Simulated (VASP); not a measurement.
# NiO in VASP: a series of runs

NiO is run at these levels: PBE; tasks: single point.

Program: VASP 6.6.1. These are calculated values, not measurements. Logs are shortened: lines on timing, memory, paths and dates and some standing lists are left out, and cuts for length are marked.

### Step 1. The cell of the first run

It takes space group I4/mmm (No. 139, tetragonal). The conventional cell has a = 2.900 Å, b = 2.900 Å, c = 4.350 Å, α = 90.00°, β = 90.00°, γ = 90.00°. Within 2.7 Å of Ni (site symmetry 4/mmm) lie 6 O at 2.05 to 2.17 Å. Within 2.7 Å of O (site symmetry 4/mmm) lie 6 Ni at 2.05 to 2.17 Å.

### Step 2. Single point, PBE, collinear spin, ferromagnetic start (z stretched by +4 % at fixed volume)

Contents of INCAR:

```
PREC     = Accurate       # precision mode
ENCUT    = 520            # plane-wave cutoff, eV
EDIFF    = 1E-6           # SCF threshold, eV
ISMEAR   = -1             # smearing method
SIGMA    = 0.03           # smearing width, eV
LREAL    = False          # projectors in reciprocal space
LASPH    = True           # aspherical terms in the spheres
NELM     = 150            # most SCF steps
ALGO     = Normal         # electronic algorithm
ISIF     = 2              # what is computed and relaxed
LWAVE    = False          # write WAVECAR
LCHARG   = False          # write CHGCAR
ISPIN    = 2              # spin polarisation
MAGMOM   = 1.5 0          # initial moments
LORBIT   = 11             # projections on sites
LMAXMIX  = 4              # l up to which the mixer works
GGA      = PE             # functional
NBANDS   = 19             # bands
```

Contents of KPOINTS:

```
Automatic mesh
0
Gamma
  17 17 17
```

Contents of POSCAR:

```
NiO
1.0
    0.0000000000      2.0506981729      2.1749624000
    2.0506981729      0.0000000000      2.1749624000
    2.0506981729      2.0506981729      0.0000000000
Ni O
1 1
Direct
    0.0000000000      0.0000000000      0.0000000000
    0.5000000000      0.5000000000      0.5000000000
```

Potentials or basis: VASP PAW PBE potentials, release 64 (Ni, O).

Command:

```console
cat potpaw_PBE.64/Ni/POTCAR potpaw_PBE.64/O/POTCAR > POTCAR
mpirun -np 1 vasp_std > vasp.out
```

OUTCAR:

```text
PREC = Accurate
   ENCUT = 520
   EDIFF = 1E-6
   ISMEAR = -1
   LREAL = False
   LASPH = True
   NELM = 150
   ISIF = 2
   ISPIN = 2
   LORBIT = 11
   GGA = PE

 ion  position               nearest neighbor table
   1  0.000  0.000  0.000-   2 2.05   2 2.05   2 2.05   2 2.05   2 2.17   2 2.17
   2  0.500  0.500  0.500-   1 2.05   1 2.05   1 2.05   1 2.05   1 2.17   1 2.17

  LATTYP: Found a body centered tetragonal cell.
 ALAT       =     2.9001251684
 C/A-ratio  =     1.4999093306

  Lattice vectors:

 A1 = (  -2.0506981729,   0.0000000000,   2.1749624000)
 A2 = (   2.0506981729,   0.0000000000,   2.1749624000)
 A3 = (   0.0000000000,   2.0506981729,  -2.1749624000)

Analysis of symmetry for initial positions (statically):
=====================================================================
 Subroutine PRICEL returns:
 Original cell was already a primitive cell.

 Routine SETGRP: Setting up the symmetry group for a
 body centered tetragonal supercell.

 Subroutine GETGRP returns: Found 16 space group operations
 (whereof 16 operations were pure point group operations)
 out of a pool of 16 trial point group operations.

The static configuration has the point symmetry D_4h.

Analysis of symmetry for dynamics (positions and initial velocities):
=====================================================================
 Subroutine PRICEL returns:
 Original cell was already a primitive cell.

 Routine SETGRP: Setting up the symmetry group for a
 body centered tetragonal supercell.

 Subroutine GETGRP returns: Found 16 space group operations
 (whereof 16 operations were pure point group operations)
 out of a pool of 16 trial point group operations.

The dynamic configuration has the point symmetry D_4h.

Analysis of structural, dynamic, and magnetic symmetry:
=====================================================================
 Subroutine PRICEL returns:
 Original cell was already a primitive cell.

 Routine SETGRP: Setting up the symmetry group for a
 body centered tetragonal supercell.

 Subroutine GETGRP returns: Found 16 space group operations
 (whereof 16 operations were pure point group operations)
 out of a pool of 16 trial point group operations.

The overall configuration has the point symmetry D_4h.

 Subroutine INISYM returns: Found 16 space group operations
 (whereof 16 operations are pure point group operations),
 and found     1 'primitive' translations

----------------------------------------------------------------------------------------

                                     Primitive cell

  volume of cell :      18.2930

  direct lattice vectors                    reciprocal lattice vectors
     0.000000000  2.050698173  2.174962400    -0.243819401  0.243819401  0.229889032
     2.050698173  0.000000000  2.174962400     0.243819401 -0.243819401  0.229889032
     2.050698173  2.050698173  0.000000000     0.243819401  0.243819401 -0.229889032

  length of vectors
     2.989284938  2.989284938  2.900125168     0.414421003  0.414421003  0.414421003

  position of ions in fractional coordinates (direct lattice)
     0.000000000  0.000000000  0.000000000
     0.500000000  0.500000000  0.500000000

  ion indices of the primitive-cell ions
   primitive index   ion index
                 1           1
                 2           2

----------------------------------------------------------------------------------------

 KPOINTS: Automatic mesh

Automatic generation of k-mesh.
 Grid dimensions read from file:
 generate k-points for:   17   17   17

 Generating k-lattice:

  Cartesian coordinates                     Fractional coordinates (reciprocal lattice)
    -0.014342318  0.014342318  0.013522884     0.058823529 -0.000000000  0.000000000
     0.014342318 -0.014342318  0.013522884    -0.000000000  0.058823529  0.000000000
     0.014342318  0.014342318 -0.013522884     0.000000000  0.000000000  0.058823529

  Length of vectors
     0.024377706  0.024377706  0.024377706

  Shift w.r.t. Gamma in fractional coordinates (k-lattice)
     0.000000000  0.000000000  0.000000000

 Subroutine IBZKPT returns following result:
 ===========================================

 Found    405 irreducible k-points:

 Following reciprocal coordinates:
            Coordinates               Weight
  0.000000  0.000000  0.000000      1.000000
  0.058824  0.000000  0.000000      8.000000
  0.117647  0.000000  0.000000      8.000000
  0.176471  0.000000  0.000000      8.000000
  0.235294  0.000000  0.000000      8.000000
  0.294118  0.000000  0.000000      8.000000
[... 16 lines left out ...]
 -0.176471  0.058824  0.000000      8.000000
 -0.117647  0.058824  0.000000      8.000000
 [... further k-points ...]
   k-points           NKPTS =    405   k-points in BZ     NKDIM =    405   number of bands    NBANDS=     19
   number of dos      NEDOS =    301   number of ions     NIONS =      2
   total plane-waves  NPLWV =  13824
   dimension x,y,z NGX =    24 NGY =   24 NGZ =   24
   dimension x,y,z NGXF=    48 NGYF=   48 NGZF=   48
   ions per type =               1   1
   NGX,Y,Z   is equivalent  to a cutoff of  13.35, 13.35, 13.76 a.u.
   NGXF,Y,Z  is equivalent  to a cutoff of  26.69, 26.69, 27.52 a.u.
 SYSTEM =  unknown system
   PREC   = accura    normal or accurate (medium, high low for compatibility)
   ISTART =      0    job   : 0-new  1-cont  2-samecut
   ICHARG =      2    charge: 1-file 2-atom 10-const
   ISPIN  =      2    spin polarized calculation?
   LNONCOLLINEAR =      F non collinear calculations
   LSORBIT =      F    spin-orbit coupling
   LASPH  =      T    aspherical Exc in radial PAW
   ENCUT  =  520.0 eV  38.22 Ry    6.18 a.u.   5.56  5.56  5.39*2*pi/ulx,y,z
   NELM   =    150;   NELMIN=  2; NELMDL= -5     # of ELM steps
   EDIFF  = 0.1E-05   stopping-criterion for ELM
   LREAL  =      F    real-space projection
   EDIFFG = 0.1E-04   stopping-criterion for IOM
   NSW    =      0    number of steps for IOM
   IBRION =     -1    ionic relax: 0-MD 1-quasi-New 2-CG
   NFREE  =      0    steps in history (QN), initial steepest desc. (CG)
   ISIF   =      2    stress and relaxation
   ISYM   =      2    0-nonsym 1-usesym 2-fastsym
   POTIM  = 0.5000    time-step for ionic-motion
   TEBEG  =    0.0;   TEEND  =   0.0 temperature during run
   PSTRESS=    0.0 pullay stress
   NELECT =      16.0000    total number of electrons
   NUPDOWN=      -1.0000    fix difference up-down
   EMIN   =  10.00;   EMAX   =-10.00  energy-range for DOS
   EFERMI =   0.00;   METHOD = LEGACY
   ISMEAR =    -1;   SIGMA  =   0.03  broadening in eV -4-tet -1-fermi 0-gaus
   EFERMI_NEDOS =   21; number of points for ismear=-14 and -15
   IALGO  =     38    algorithm
   IMIX   =      4    mixing-type and parameters
     AMIX     =   0.40;   BMIX     =  1.00
     AMIX_MAG =   1.60;   BMIX_MAG =  1.00
  volume/ion in A,a.u.               =       9.15        61.72
  Fermi-wavevector in a.u.,A,eV,Ry     =   1.565620  2.958593 33.350146  2.451167
  Thomas-Fermi vector in A             =   2.668069
   LORBIT       =     11    0 simple, 1 ext, 2 COOP (PROOUT), +10 PAW based schemes
   GGA     = PE    functional components
   LHFCALC =     F    Hartree Fock is set to
   AEXX    =    0.0000 exact exchange contribution
   IVDW    =     0    specifies the selected vdW correction
   LEPSILON=     F    determine dielectric tensor
   LRPA    =     F    only Hartree local field effects (RPA)
 spin polarized calculation
  energy-cutoff  :      520.00
  volume of cell :       18.29
 maximum number of plane-waves:       517
   NGX = 11   NGY = 11   NGZ = 11

 number of electron      16.0000002 magnetization       1.6930957

 Free energy of the ion-electron system (eV)
  ---------------------------------------------------
  ext. energy  EPLUGINS =         0.00000000
  ---------------------------------------------------
  free energy    TOTEN  =       -11.46351120 eV

  energy without entropy =      -11.45980311  energy(sigma->0) =      -11.46165716

 E-fermi :   7.8464     XC(G=0): -12.6494

 val. band max:        7.8435736578   @ k =   0.3529   0.0000   0.0588
 cond. band min:       7.8465541707   @ k =  -0.2941   0.2353   0.1176
 fundamental gap:      0.0029805129
 Fermi energy:         7.8464200792

 spin component 1

 k-point     1 :       0.0000    0.0000    0.0000
  band No.  band energies     occupation
      1     -12.5261      1.00000
      2       4.7025      1.00000
      3       4.7709      1.00000
      4       4.7709      1.00000
      5       4.7769      1.00000
      6       4.9385      1.00000
[... 11 lines left out ...]
     18      32.4344      0.00000
     19      34.9275      0.00000

 k-point     2 :       0.0588    0.0000    0.0000
  band No.  band energies     occupation
      1     -12.4867      1.00000
      2       4.2116      1.00000
      3       4.2672      1.00000
      4       4.3996      1.00000
      5       5.0649      1.00000
      6       5.2371      1.00000
[... 11 lines left out ...]
     18      33.1348      0.00000
     19      35.5435      0.00000

 k-point     3 :       0.1176    0.0000    0.0000
  band No.  band energies     occupation
      1     -12.3718      1.00000
      2       3.6146      1.00000
      3       3.6772      1.00000
      4       3.7957      1.00000
      5       5.1519      1.00000
      6       5.3442      1.00000
[... 434 lines left out ...]
      1     -12.0736      1.00000
      2       2.2158      1.00000
      3       2.8319      1.00000
      4       3.4234      1.00000
      5       5.2260      1.00000
      6       5.4813      1.00000
[... 11 lines left out ...]
     18      36.0970      0.00000
     19      39.3767      0.00000

 k-point    24 :      -0.1176    0.0588    0.0000
  band No.  band energies     occupation
      1     -12.2737      1.00000
      2       2.9917      1.00000
      3       3.2501      1.00000
      4       3.9599      1.00000
      5       5.0333      1.00000
      6       5.3984      1.00000
[... 11 lines left out ...]
     18      34.3853      0.00000
     19      38.1972      0.00000

 [... further k-points ...]

 spin component 2

 k-point     1 :       0.0000    0.0000    0.0000
  band No.  band energies     occupation
      1     -12.1070      1.00000
      2       5.2222      1.00000
      3       5.2222      1.00000
      4       5.4900      1.00000
      5       5.8178      1.00000
      6       6.1005      1.00000
[... 11 lines left out ...]
     18      33.0251      0.00000
     19      35.4883      0.00000

 k-point     2 :       0.0588    0.0000    0.0000
  band No.  band energies     occupation
      1     -12.0665      1.00000
      2       4.8643      1.00000
      3       5.0447      1.00000
      4       5.2278      1.00000
      5       5.9385      1.00000
      6       6.1427      1.00000
[... 11 lines left out ...]
     18      33.7082      0.00000
     19      36.0973      0.00000

 k-point     3 :       0.1176    0.0000    0.0000
  band No.  band energies     occupation
      1     -11.9484      1.00000
      2       4.0960      1.00000
      3       4.6611      1.00000
      4       4.7953      1.00000
      5       6.1032      1.00000
      6       6.2285      1.00000
[... 434 lines left out ...]
      1     -11.6416      1.00000
      2       2.7062      1.00000
      3       3.9435      1.00000
      4       4.2407      1.00000
      5       6.3141      1.00000
      6       6.4939      1.00000
[... 11 lines left out ...]
     18      36.5753      0.00000
     19      39.9336      0.00000

 k-point    24 :      -0.1176    0.0588    0.0000
  band No.  band energies     occupation
      1     -11.8477      1.00000
      2       3.5401      1.00000
      3       4.3412      1.00000
      4       4.6680      1.00000
      5       6.2089      1.00000
      6       6.3152      1.00000
[... 11 lines left out ...]
     18      34.9158      0.00000
     19      38.7580      0.00000

 [... further k-points ...]
[... 5 lines left out ...]
  --------------------------------------------------------------------------------------
  -------------------------------------------------------------------------------------
  Total        0.7172728      0.7172728      0.1539572      0.0000000      0.0000000      0.0000000
  in kB       62.8216989     62.8216989     13.4842012      0.0000000      0.0000000      0.0000000
  external PRESSURE =      46.3758663 kB  Pullay stress =       0.0000000 kB

 VOLUME and BASIS-vectors are now :
 -----------------------------------------------------------------------------
  energy-cutoff  :      520.00
  volume of cell :       18.29
      direct lattice vectors                 reciprocal lattice vectors
     0.000000000  2.050698173  2.174962400    -0.243819401  0.243819401  0.229889032
     2.050698173  0.000000000  2.174962400     0.243819401 -0.243819401  0.229889032
     2.050698173  2.050698173  0.000000000     0.243819401  0.243819401 -0.229889032

 POSITION                                       TOTAL-FORCE (eV/Angst)
 -----------------------------------------------------------------------------------
      0.00000      0.00000      0.00000         0.000000     -0.000000     -0.000000
      2.05070      2.05070      2.17496        -0.000000      0.000000      0.000000
 -----------------------------------------------------------------------------------
    total drift:                                0.000000     -0.000000     -0.000000

  FREE ENERGIE OF THE ION-ELECTRON SYSTEM (eV)
  ---------------------------------------------------
  free  energy   TOTEN  =       -11.4635112047 eV

  energy  without entropy=      -11.4598031065  energy(sigma->0) =      -11.46165716

 total charge

# of ion       s       p       d       tot
------------------------------------------
    1        0.334   0.406   8.253   8.993
    2        1.557   3.421   0.000   4.979
--------------------------------------------------
tot          1.891   3.827   8.253  13.972

 magnetization (x)

# of ion       s       p       d       tot
------------------------------------------
    1        0.012   0.014   1.370   1.397
    2        0.027   0.229   0.000   0.256
--------------------------------------------------
tot          0.039   0.243   1.370   1.653
```

It took 5.3 min on 1 thread of Oxide Virtual Turin-like, shared host; peak memory 0.29 GiB.

What came out:

* Free energy: -11.4635 eV
* Pressure: 4.6 GPa
* Net moment: 1.69 μB per cell
* Site moments: Ni +1.40; O +0.26 μB
* Valence electrons inside the program's atomic spheres: Ni 8.99; O 4.98

Levels at points of the mesh, in eV from the Fermi level:
Spin up:
| k point | band 7 | band 8 | band 9 | band 10 | band 11 | band 12 |
| --- | --- | --- | --- | --- | --- | --- |
| (0.00, 0.00, 0.00) | -2.81 | -2.54 | -2.54 | 1.55 | 17.88 | 18.82 |
Spin down:
| k point | band 5 | band 6 | band 7 | band 8 | band 9 | band 10 |
| --- | --- | --- | --- | --- | --- | --- |
| (0.00, 0.00, 0.00) | -2.03 | -1.75 | -1.75 | -0.73 | -0.62 | 1.93 |

Caveat: a cell with one magnetic atom can't hold antiferromagnetic order, which such compounds often take; semilocal functionals often make such compounds metallic where correlation or magnetic order opens a gap, which also shifts bond lengths.

### Step 3. Single point, PBE, collinear spin, ferromagnetic start (x and y stretched by +1 %, z held)

Contents of INCAR:

```
PREC = Accurate ; ENCUT = 520
EDIFF = 1E-7 ; ISMEAR = -1
SIGMA = 0.03 ; LREAL = F
LASPH = T ; NELM = 150
ALGO = Normal ; ISIF = 2
LWAVE = F ; LCHARG = T
ISPIN = 2 ; MAGMOM = 1.5 0
LORBIT = 11 ; LMAXMIX = 4
GGA = PE ; LELF = T
LVHAR = T ; NBANDS = 19
```

KPOINTS is that of step 2.

Contents of POSCAR:

```
NiO
1.0
    0.0000000000      2.1122231000      2.0913100000
    2.1122231000      0.0000000000      2.0913100000
    2.1122231000      2.1122231000      0.0000000000
Ni O
1 1
Direct
    0.0000000000      0.0000000000      0.0000000000
    0.5000000000      0.5000000000      0.5000000000
```

Potentials or basis: VASP PAW PBE potentials, release 64 (Ni, O).

Command:

```console
cat potpaw_PBE.64/Ni/POTCAR potpaw_PBE.64/O/POTCAR > POTCAR
mpirun -np 1 vasp_std > vasp.out
```

It took 7.2 min on 1 thread of Oxide Virtual Turin-like, shared host; peak memory 0.3 GiB.

The run converged. Its results:

```yaml
Free_energy: -11.4803 eV
Pressure: 0.3 GPa
Net_moment: 1.76 μB per cell
Site_moments: Ni +1.45; O +0.27 μB
Valence_electrons_inside_the_program's_atomic_spheres: Ni 8.94; O 4.97
```

Stress tensor (GPa, compression positive):
```
0.08 0.00 0.00
0.00 0.08 0.00
0.00 0.00 0.87
```

Levels at points of the mesh, in eV from the Fermi level:
Spin up:
```tsv
k point	band 7	band 8	band 9	band 10	band 11	band 12
(0.00, 0.00, 0.00)	-2.62	-2.62	-2.58	1.40	17.78	18.73
```
Spin down:
```
           k point  band 4  band 5  band 6  band 7  band 8  band 9  band 10  band 11
(0.00, 0.00, 0.00)   -2.37   -1.80   -1.80   -1.76   -0.56   -0.56     1.75    17.71
```

Caveat: the cell differs from its parent crystal (x and y stretched by +1 %, z held); a cell with one magnetic atom can't hold antiferromagnetic order, which such compounds often take; semilocal functionals often make such compounds metallic where correlation or magnetic order opens a gap, which also shifts bond lengths.

### Step 4. Single point, PBE, collinear spin, ferromagnetic start (equal xy, yz and zx shear strains of +2 %)

Contents of INCAR:

```
  ALGO = Normal
  EDIFF = 1E-6
  ENCUT = 520
  GGA = PE
  ISIF = 2
  ISMEAR = -1
  ISPIN = 2
  LASPH = True
  LCHARG = False
  LMAXMIX = 4
  LORBIT = 11
  LREAL = False
  LWAVE = False
  MAGMOM = 1.5 0
  NBANDS = 19
  NELM = 150
  PREC = Accurate
  SIGMA = 0.03
```

Contents of KPOINTS:

```
k-points
0
Gamma
  17 17 17
```

Contents of POSCAR:

```
NiO
1.0
    0.0418262000      2.1122231000      2.1122231000
    2.1122231000      0.0418262000      2.1122231000
    2.1122231000      2.1122231000      0.0418262000
Ni O
1 1
Direct
    0.0000000000      0.0000000000      0.0000000000
    0.5000000000      0.5000000000      0.5000000000
```

Command:

```console
cat potpaw_PBE.64/Ni/POTCAR potpaw_PBE.64/O/POTCAR > POTCAR
mpirun -np 1 vasp_std > vasp.out
```

It took 5.8 min on 1 thread of Oxide Virtual Turin-like, shared host; peak memory 0.33 GiB.

Results (log left out):

* Free energy: -11.4715 eV
* Pressure: 3.7 GPa
* Net moment: 1.71 μB per cell
* Site moments: Ni +1.41; O +0.26 μB
* Valence electrons inside the program's atomic spheres: Ni 8.98; O 4.98

Stress tensor (GPa, compression positive):
```
 3.71 -1.17 -1.17
-1.17  3.71 -1.17
-1.17 -1.17  3.71
```

Levels at points of the mesh, in eV from the Fermi level:
Spin up:
```
           k point  band 7  band 8  band 9  band 10  band 11  band 12
(0.00, 0.00, 0.00)   -2.72   -2.61   -2.61     1.49    17.79    18.33
```
Spin down:
| k point | band 3 | band 4 | band 5 | band 6 | band 7 | band 8 | band 9 | band 10 | band 11 | band 12 |
| --- | --- | --- | --- | --- | --- | --- | --- | --- | --- | --- |
| (0.00, 0.00, 0.00) | -2.43 | -2.43 | -1.94 | -1.81 | -1.81 | -0.63 | -0.63 | 1.83 | 17.74 | 18.55 |

Caveat: the cell differs from its parent crystal (equal xy, yz and zx shear strains of +2 %); a cell with one magnetic atom can't hold antiferromagnetic order, which such compounds often take; semilocal functionals often make such compounds metallic where correlation or magnetic order opens a gap, which also shifts bond lengths.

[end of part 1 of 2]
